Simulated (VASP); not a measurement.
# NaCl (I4/mmm) in VASP: further runs

The runs below take NaCl through single point, with r2SCAN.

All numbers are computed with VASP 6.6.1; they aren't measurements. Logs are shortened: lines on timing, memory, paths and dates and some standing lists are left out, and cuts for length are marked.

## (1) The cell of the first run

It takes space group I4/mmm (No. 139, tetragonal). Conventional cell: a = 3.985 Å, b = 3.985 Å, c = 5.594 Å, α = 90.00°, β = 90.00°, γ = 90.00°. Within 3.7 Å of Na (site symmetry 4/mmm) lie 6 Cl at 2.80 to 2.82 Å. Within 3.7 Å of Cl (site symmetry 4/mmm) lie 6 Na at 2.80 to 2.82 Å.

## (2) Single point, r2SCAN (in-plane strain +0.005, then relaxed in part)

Input file POSCAR:

```
NaCl
1.0
    2.8180006894      2.8180006894      0.0000000000
   -2.8180006894      2.8180006894      0.0000000000
    0.0000000000      2.8180006894      2.7970347281
Na Cl
1 1
Direct
    0.0000000000      0.0000000000      0.0000000000
    0.5000000000      0.5000000000      0.0000000000
```

Input file INCAR.step1:

```
PREC = Accurate
ENCUT = 520
ISMEAR = 0
SIGMA = 0.01
LREAL = F
LASPH = T
NELM = 80
NBANDS = 14
GGA = PE
ALGO = Normal
EDIFF = 1E-4
LWAVE = T
LCHARG = F
```

Input file INCAR.step2:

```
PREC = Accurate
ENCUT = 520
EDIFF = 1E-7
ISMEAR = 0
SIGMA = 0.01
LREAL = F
LASPH = T
NELM = 80
ALGO = Normal
ISIF = 2
LWAVE = F
LCHARG = T
METAGGA = R2SCAN
LMIXTAU = T
LELF = T
LVHAR = T
NBANDS = 14
ISTART = 1
```

Input file KPOINTS:

```
regular mesh
0
Gamma
  8 8 8
```

Potentials or basis: VASP PAW PBE potentials, release 64 (Na_pv, Cl).

The run is started by

```
> cat potpaw_PBE.64/Na_pv/POTCAR potpaw_PBE.64/Cl/POTCAR > POTCAR
> cp INCAR.step1 INCAR
> mpirun -np 1 vasp_std > vasp.out
> cp INCAR.step2 INCAR
> mpirun -np 1 vasp_std > vasp.out
```

OUTCAR:

```text
PREC = Accurate
   ENCUT = 520
   EDIFF = 1E-7
   ISMEAR = 0
   LREAL = F
   LASPH = T
   NELM = 80
   ISIF = 2
   METAGGA = R2SCAN
   ISTART = 1

 ion  position               nearest neighbor table
   1  0.000  0.000  0.000-
   2  0.500  0.500  0.000-

  LATTYP: Found a body centered tetragonal cell.
 ALAT       =     3.9852547937
 C/A-ratio  =     1.4036917953

  Lattice vectors:

 A1 = (   2.8180006894,   0.0000000000,  -2.7970347281)
 A2 = (  -2.8180006894,   0.0000000000,  -2.7970347281)
 A3 = (   0.0000000000,   2.8180006894,   2.7970347281)

Analysis of symmetry for initial positions (statically):
=====================================================================
 Subroutine PRICEL returns:
 Original cell was already a primitive cell.

 Routine SETGRP: Setting up the symmetry group for a
 body centered tetragonal supercell.

 Subroutine GETGRP returns: Found 16 space group operations
 (whereof 16 operations were pure point group operations)
 out of a pool of 16 trial point group operations.

The static configuration has the point symmetry D_4h.

Analysis of symmetry for dynamics (positions and initial velocities):
=====================================================================
 Subroutine PRICEL returns:
 Original cell was already a primitive cell.

 Routine SETGRP: Setting up the symmetry group for a
 body centered tetragonal supercell.

 Subroutine GETGRP returns: Found 16 space group operations
 (whereof 16 operations were pure point group operations)
 out of a pool of 16 trial point group operations.

The dynamic configuration has the point symmetry D_4h.

 Subroutine INISYM returns: Found 16 space group operations
 (whereof 16 operations are pure point group operations),
 and found     1 'primitive' translations

----------------------------------------------------------------------------------------

                                     Primitive cell

  volume of cell :      44.4232

  direct lattice vectors                    reciprocal lattice vectors
     2.818000689  2.818000689  0.000000000     0.177430759  0.177430759 -0.178760741
    -2.818000689  2.818000689  0.000000000    -0.177430759  0.177430759 -0.178760741
     0.000000000  2.818000689  2.797034728     0.000000000  0.000000000  0.357521482

  length of vectors
     3.985254794  3.985254794  3.970457298     0.308088868  0.308088868  0.357521482

  position of ions in fractional coordinates (direct lattice)
     0.000000000  0.000000000  0.000000000
     0.500000000  0.500000000  0.000000000

  ion indices of the primitive-cell ions
   primitive index   ion index
                 1           1
                 2           2

----------------------------------------------------------------------------------------

 KPOINTS: regular mesh

Automatic generation of k-mesh.
 Grid dimensions read from file:
 generate k-points for:    8    8    8

 Generating k-lattice:

  Cartesian coordinates                     Fractional coordinates (reciprocal lattice)
     0.022178845  0.022178845 -0.022345093     0.125000000  0.000000000  0.000000000
    -0.022178845  0.022178845 -0.022345093     0.000000000  0.125000000  0.000000000
     0.000000000  0.000000000  0.044690185     0.000000000  0.000000000  0.125000000

  Length of vectors
     0.038511109  0.038511109  0.044690185

  Shift w.r.t. Gamma in fractional coordinates (k-lattice)
     0.000000000  0.000000000  0.000000000

 Subroutine IBZKPT returns following result:
 ===========================================

 Found     59 irreducible k-points:

 Following reciprocal coordinates:
            Coordinates               Weight
  0.000000  0.000000  0.000000      1.000000
  0.125000  0.000000  0.000000      8.000000
  0.250000  0.000000  0.000000      8.000000
  0.375000  0.000000  0.000000      8.000000
  0.500000  0.000000  0.000000      4.000000
  0.125000  0.125000  0.000000      8.000000
[... 16 lines left out ...]
  0.250000  0.000000  0.125000      4.000000
  0.375000  0.000000  0.125000      8.000000
 [... further k-points ...]
   k-points           NKPTS =     59   k-points in BZ     NKDIM =     59   number of bands    NBANDS=     14
   number of dos      NEDOS =    301   number of ions     NIONS =      2
   total plane-waves  NPLWV =  27000
   dimension x,y,z NGX =    30 NGY =   30 NGZ =   30
   dimension x,y,z NGXF=    60 NGYF=   60 NGZF=   60
   ions per type =               1   1
   NGX,Y,Z   is equivalent  to a cutoff of  12.51, 12.51, 12.56 a.u.
   NGXF,Y,Z  is equivalent  to a cutoff of  25.03, 25.03, 25.12 a.u.
 SYSTEM =  unknown system
   PREC   = accura    normal or accurate (medium, high low for compatibility)
   ISTART =      1    job   : 0-new  1-cont  2-samecut
   ICHARG =      0    charge: 1-file 2-atom 10-const
   ISPIN  =      1    spin polarized calculation?
   LNONCOLLINEAR =      F non collinear calculations
   LSORBIT =      F    spin-orbit coupling
   LASPH  =      T    aspherical Exc in radial PAW
   ENCUT  =  520.0 eV  38.22 Ry    6.18 a.u.   7.41  7.41  7.38*2*pi/ulx,y,z
   NELM   =     80;   NELMIN=  2; NELMDL=  0     # of ELM steps
   EDIFF  = 0.1E-06   stopping-criterion for ELM
   LREAL  =      F    real-space projection
   EDIFFG = 0.1E-05   stopping-criterion for IOM
   NSW    =      0    number of steps for IOM
   IBRION =     -1    ionic relax: 0-MD 1-quasi-New 2-CG
   NFREE  =      0    steps in history (QN), initial steepest desc. (CG)
   ISIF   =      2    stress and relaxation
   ISYM   =      2    0-nonsym 1-usesym 2-fastsym
   POTIM  = 0.5000    time-step for ionic-motion
   TEBEG  =    0.0;   TEEND  =   0.0 temperature during run
   PSTRESS=    0.0 pullay stress
   NELECT =      14.0000    total number of electrons
   NUPDOWN=      -1.0000    fix difference up-down
   EMIN   =  10.00;   EMAX   =-10.00  energy-range for DOS
   EFERMI =   0.00;   METHOD = LEGACY
   ISMEAR =     0;   SIGMA  =   0.01  broadening in eV -4-tet -1-fermi 0-gaus
   EFERMI_NEDOS =   21; number of points for ismear=-14 and -15
   IALGO  =     38    algorithm
   IMIX   =      4    mixing-type and parameters
     AMIX     =   0.40;   BMIX     =  1.00
     AMIX_MAG =   1.60;   BMIX_MAG =  1.00
  volume/ion in A,a.u.               =      22.21       149.89
  Fermi-wavevector in a.u.,A,eV,Ry     =   1.114074  2.105295 16.887028  1.241162
  Thomas-Fermi vector in A             =   2.250666
   LORBIT       =      0    0 simple, 1 ext, 2 COOP (PROOUT), +10 PAW based schemes
   METAGGA = R2SCAN    functional components
   LHFCALC =     F    Hartree Fock is set to
   AEXX    =    0.0000 exact exchange contribution
   IVDW    =     0    specifies the selected vdW correction
   LEPSILON=     F    determine dielectric tensor
   LRPA    =     F    only Hartree local field effects (RPA)
 non-spin polarized calculation
 Gauss-broadening in eV      SIGMA  =   0.01
  energy-cutoff  :      520.00
  volume of cell :       44.42
 maximum number of plane-waves:      1243
 NGX is ok and might be reduce to    30
   NGX = 15   NGY = 15   NGZ = 15

 number of electron      14.0000001 magnetization

 Free energy of the ion-electron system (eV)
  ---------------------------------------------------
  ext. energy  EPLUGINS =         0.00000000
  ---------------------------------------------------
  free energy    TOTEN  =       -13.78919713 eV

  energy without entropy =      -13.78919713  energy(sigma->0) =      -13.78919713

 E-fermi :  -0.9445     XC(G=0):  -8.6890

 val. band max:       -1.1072657809   @ k =   0.0000   0.0000   0.0000
 cond. band min:       4.8519656121   @ k =   0.0000   0.0000   0.0000
 fundamental gap:      5.9592313930
 Fermi energy:        -0.9444857210

 k-point     1 :       0.0000    0.0000    0.0000
  band No.  band energies     occupation
      1     -22.6105      2.00000
      2     -22.6104      2.00000
      3     -22.6092      2.00000
      4     -14.3532      2.00000
      5      -1.1127      2.00000
      6      -1.1073      2.00000
      7      -1.1073      2.00000
      8       4.8520      0.00000
      9      10.6419      0.00000
     10      10.6421      0.00000
     11      10.6986      0.00000
     12      12.8756      0.00000
     13      12.9682      0.00000
     14      14.5355      0.00000

 k-point     2 :       0.1250    0.0000    0.0000
  band No.  band energies     occupation
      1     -22.6144      2.00000
      2     -22.6107      2.00000
      3     -22.6099      2.00000
      4     -14.3043      2.00000
      5      -1.4718      2.00000
      6      -1.1536      2.00000
      7      -1.1521      2.00000
      8       5.3451      0.00000
      9      10.1211      0.00000
     10      10.8517      0.00000
     11      10.8934      0.00000
     12      12.6651      0.00000
     13      12.7444      0.00000
     14      15.5533      0.00000

 k-point     3 :       0.2500    0.0000    0.0000
  band No.  band energies     occupation
      1     -22.6249      2.00000
      2     -22.6115      2.00000
      3     -22.6105      2.00000
      4     -14.1828      2.00000
      5      -2.2068      2.00000
      6      -1.2568      2.00000
      7      -1.2536      2.00000
      8       6.3019      0.00000
      9       9.6259      0.00000
     10      11.0072      0.00000
     11      11.0748      0.00000
     12      12.9199      0.00000
     13      12.9518      0.00000
     14      15.6891      0.00000

 k-point     4 :       0.3750    0.0000    0.0000
  band No.  band energies     occupation
      1     -22.6353      2.00000
      2     -22.6122      2.00000
      3     -22.6112      2.00000
      4     -14.0562      2.00000
      5      -2.8254      2.00000
      6      -1.3571      2.00000
      7      -1.3495      2.00000
      8       6.7985      0.00000
      9      10.0684      0.00000
     10      10.7701      0.00000
     11      10.8487      0.00000
     12      14.3236      0.00000
     13      14.3291      0.00000
     14      15.1171      0.00000

 k-point     5 :       0.5000    0.0000    0.0000
  band No.  band energies     occupation
      1     -22.6396      2.00000
      2     -22.6125      2.00000
      3     -22.6114      2.00000
      4     -14.0022      2.00000
      5      -3.0598      2.00000
      6      -1.3974      2.00000
      7      -1.3881      2.00000
      8       6.8541      0.00000
      9      10.5858      0.00000
     10      10.6444      0.00000
     11      10.7237      0.00000
[... 276 lines left out ...]
 k-point    22 :       0.0000    0.0000    0.1250
  band No.  band energies     occupation
      1     -22.6134      2.00000
      2     -22.6117      2.00000
      3     -22.6115      2.00000
      4     -14.2881      2.00000
      5      -1.4994      2.00000
      6      -1.2102      2.00000
      7      -1.2102      2.00000
      8       5.5128      0.00000
      9       9.8166      0.00000
     10      11.0505      0.00000
     11      11.0507      0.00000
     12      12.0980      0.00000
     13      13.1028      0.00000
     14      16.0018      0.00000

 k-point    23 :       0.2500    0.0000    0.1250
  band No.  band energies     occupation
      1     -22.6197      2.00000
      2     -22.6116      2.00000
      3     -22.6106      2.00000
      4     -14.2333      2.00000
      5      -1.8511      2.00000
      6      -1.3311      2.00000
      7      -1.1862      2.00000
      8       6.0189      0.00000
      9       9.5983      0.00000
     10      11.0278      0.00000
     11      11.1972      0.00000
     12      12.0192      0.00000
     13      13.2049      0.00000
     14      16.6993      0.00000

 k-point    24 :       0.3750    0.0000    0.1250
  band No.  band energies     occupation
      1     -22.6284      2.00000
      2     -22.6135      2.00000
      3     -22.6114      2.00000
      4     -14.1130      2.00000
      5      -2.4298      2.00000
      6      -1.5169      2.00000
      7      -1.2897      2.00000
      8       6.9365      0.00000
      9       9.4099      0.00000
     10      10.6203      0.00000
     11      11.2431      0.00000
     12      12.4725      0.00000
     13      14.3798      0.00000
     14      16.5317      0.00000

 [... further k-points ...]
[... 5 lines left out ...]
  --------------------------------------------------------------------------------------
  -------------------------------------------------------------------------------------
  Total       -0.1480251     -0.1480251     -0.0499493      0.0000000      0.0000000     -0.0000000
  in kB       -5.3387048     -5.3387048     -1.8014807      0.0000000      0.0000000     -0.0000000
  external PRESSURE =      -4.1596301 kB  Pullay stress =       0.0000000 kB

 VOLUME and BASIS-vectors are now :
 -----------------------------------------------------------------------------
  energy-cutoff  :      520.00
  volume of cell :       44.42
      direct lattice vectors                 reciprocal lattice vectors
     2.818000689  2.818000689  0.000000000     0.177430759  0.177430759 -0.178760741
    -2.818000689  2.818000689  0.000000000    -0.177430759  0.177430759 -0.178760741
     0.000000000  2.818000689  2.797034728     0.000000000  0.000000000  0.357521482

 POSITION                                       TOTAL-FORCE (eV/Angst)
 -----------------------------------------------------------------------------------
      0.00000      0.00000      0.00000         0.000000     -0.000000      0.000000
      0.00000      2.81800      0.00000         0.000000      0.000000      0.000000
 -----------------------------------------------------------------------------------
    total drift:                               -0.000000      0.000000      0.000000

  FREE ENERGIE OF THE ION-ELECTRON SYSTEM (eV)
  ---------------------------------------------------
  free  energy   TOTEN  =       -13.7891971308 eV

  energy  without entropy=      -13.7891971308  energy(sigma->0) =      -13.78919713
```

It took 1.9 min on 1 thread of Intel Xeon Platinum 8488C (Sapphire Rapids), shared host; peak memory 0.18 GiB.

What came out:

```
Free energy            : -13.7892 eV
Pressure               : -0.4 GPa
Band gap on the k mesh : 5.96 eV
```

Stress tensor (GPa, compression positive):
```
-0.53  0.00  0.00
 0.00 -0.53  0.00
 0.00  0.00 -0.18
```

Caveat: the cell differs from its parent crystal (in-plane strain +0.005, then relaxed in part); the PAW data sets were made with another functional, which shifts forces and pressure a little. A k mesh can miss the band edges.

## (3) Single point, r2SCAN (in-plane strain +0.005)

Edit POSCAR of step 2 so:

```diff
@@ -4,3 +4,3 @@
    -2.8180006894      2.8180006894      0.0000000000
-    0.0000000000      2.8180006894      2.7970347281
+    0.0000000000      2.8180006894      2.7955688431
 Na Cl
```

Input file INCAR.step1:

```
SYSTEM = NaCl
PREC = Accurate
ENCUT = 520
ISMEAR = 0
SIGMA = 0.01
LREAL = .False.
LASPH = .True.
NELM = 100
NBANDS = 14
GGA = PE
ALGO = Normal
EDIFF = 1E-4
LWAVE = .True.
LCHARG = .False.
```

Input file INCAR.step2:

```
SYSTEM = NaCl
PREC = Accurate
ENCUT = 520
EDIFF = 1E-6
ISMEAR = 0
SIGMA = 0.01
LREAL = .False.
LASPH = .True.
NELM = 100
ALGO = Normal
ISIF = 2
LWAVE = .False.
LCHARG = .False.
METAGGA = R2SCAN
LMIXTAU = .True.
NBANDS = 14
ISTART = 1
```

Input file KPOINTS:

```
Automatic mesh
0
Gamma
  8 8 8
  0 0 0
```

Potentials or basis: VASP PAW PBE potentials, release 64 (Na_pv, Cl).

The run is started by

```
> cat potpaw_PBE.64/Na_pv/POTCAR potpaw_PBE.64/Cl/POTCAR > POTCAR
> cp INCAR.step1 INCAR
> mpirun -np 1 vasp_std > vasp.out
> cp INCAR.step2 INCAR
> mpirun -np 1 vasp_std > vasp.out
```

Wall time 94 s (1 thread of Intel Xeon Platinum 8488C (Sapphire Rapids), shared host); peak memory 0.18 GiB.

It converged, with:

| Quantity | Value |
| --- | --- |
| Free energy | -13.7892 eV |
| Pressure | -0.4 GPa |
| Band gap on the k mesh | 5.96 eV |

Stress tensor (GPa, compression positive):
```
-0.52  0.00  0.00
 0.00 -0.52  0.00
 0.00  0.00 -0.14
```

Levels at points of the mesh, in eV from the valence-band top:
| k point | band 4 | band 5 | band 6 | band 7 | band 8 | band 9 | band 10 | band 11 |
| --- | --- | --- | --- | --- | --- | --- | --- | --- |
| (0.00, 0.00, 0.00) | -13.25 | -0.01 | 0.00 | 0.00 | 5.96 | 11.75 | 11.75 | 11.81 |
| (0.50, 0.00, 0.00) | -12.90 | -1.95 | -0.29 | -0.28 | 7.96 | 11.70 | 11.75 | 11.84 |
| (0.50, 0.50, 0.00) | -12.85 | -1.71 | -0.63 | -0.60 | 8.47 | 8.61 | 12.26 | 15.97 |
| (0.00, 0.00, 0.50) | -12.84 | -1.71 | -0.63 | -0.63 | 8.47 | 8.58 | 12.33 | 15.97 |

Caveat: the cell differs from its parent crystal (in-plane strain +0.005); the PAW data sets were made with another functional, which shifts forces and pressure a little. A k mesh can miss the band edges.

## (4) Single point, r2SCAN (film at in-plane strain +0.005)

Edit POSCAR of step 3 so:

```diff
@@ -4,3 +4,3 @@
    -2.8180006894      2.8180006894      0.0000000000
-    0.0000000000      2.8180006894      2.7955688431
+    0.0000000000      2.8180006894      2.7970347281
 Na Cl
```

Input file INCAR.step1:

```
SYSTEM = NaCl
ALGO     = Normal         ! electronic algorithm
EDIFF    = 1E-4           ! SCF threshold, eV
ENCUT    = 520            ! plane-wave cutoff, eV
GGA      = PE             ! functional
ISMEAR   = 0              ! smearing method
LASPH    = .True.         ! aspherical terms in the spheres
LCHARG   = .False.        ! write CHGCAR
LREAL    = .False.        ! projectors in reciprocal space
LWAVE    = .True.         ! write WAVECAR
NBANDS   = 14             ! bands
NELM     = 80             ! most SCF steps
PREC     = Accurate       ! precision mode
SIGMA    = 0.01           ! smearing width, eV
```

Input file INCAR.step2:

```
SYSTEM = NaCl
ALGO     = Normal         ! electronic algorithm
EDIFF    = 1E-6           ! SCF threshold, eV
ENCUT    = 520            ! plane-wave cutoff, eV
ISIF     = 2              ! what is computed and relaxed
ISMEAR   = 0              ! smearing method
ISTART   = 1            
LASPH    = .True.         ! aspherical terms in the spheres
LCHARG   = .False.        ! write CHGCAR
LMIXTAU  = .True.       
LREAL    = .False.        ! projectors in reciprocal space
LWAVE    = .False.        ! write WAVECAR
METAGGA  = R2SCAN         ! meta-GGA
NBANDS   = 14             ! bands
NELM     = 80             ! most SCF steps
PREC     = Accurate       ! precision mode
SIGMA    = 0.01           ! smearing width, eV
```

Input file KPOINTS:

```
k-points
0
Gamma
  8 8 8
  0 0 0
```

The run is started by

```
> cat potpaw_PBE.64/Na_pv/POTCAR potpaw_PBE.64/Cl/POTCAR > POTCAR
> cp INCAR.step1 INCAR
> mpirun -np 1 vasp_std > vasp.out
> cp INCAR.step2 INCAR
> mpirun -np 1 vasp_std > vasp.out
```

Run time: 95 s. Hardware: 1 thread of Intel Xeon Platinum 8488C (Sapphire Rapids), shared host; peak memory 0.18 GiB.

The run converged. Its results:

```yaml
Free_energy: -13.7892 eV
Pressure: -0.4 GPa
Band_gap_on_the_k_mesh: 5.96 eV
```

Stress tensor (GPa, compression positive):
```
-0.53  0.00  0.00
 0.00 -0.53  0.00
 0.00  0.00 -0.17
```

Levels at points of the mesh, in eV from the valence-band top:
```csv
k point,band 3,band 4,band 5,band 6,band 7,band 8,band 9,band 10,band 11,band 12
"(0.00, 0.00, 0.00)",-21.50,-13.25,-0.01,0.00,0.00,5.96,11.75,11.75,11.81,13.98
"(0.50, 0.00, 0.00)",-21.50,-12.89,-1.95,-0.29,-0.28,7.96,11.69,11.75,11.83,16.05
"(0.50, 0.50, 0.00)",-21.51,-12.85,-1.71,-0.62,-0.60,8.47,8.61,12.25,15.97,16.07
"(0.00, 0.00, 0.50)",-21.51,-12.84,-1.71,-0.63,-0.63,8.47,8.58,12.33,15.97,15.97
```

Caveat: the cell differs from its parent crystal (film at in-plane strain +0.005); the PAW data sets were made with another functional, which shifts forces and pressure a little. A k mesh can miss the band edges.
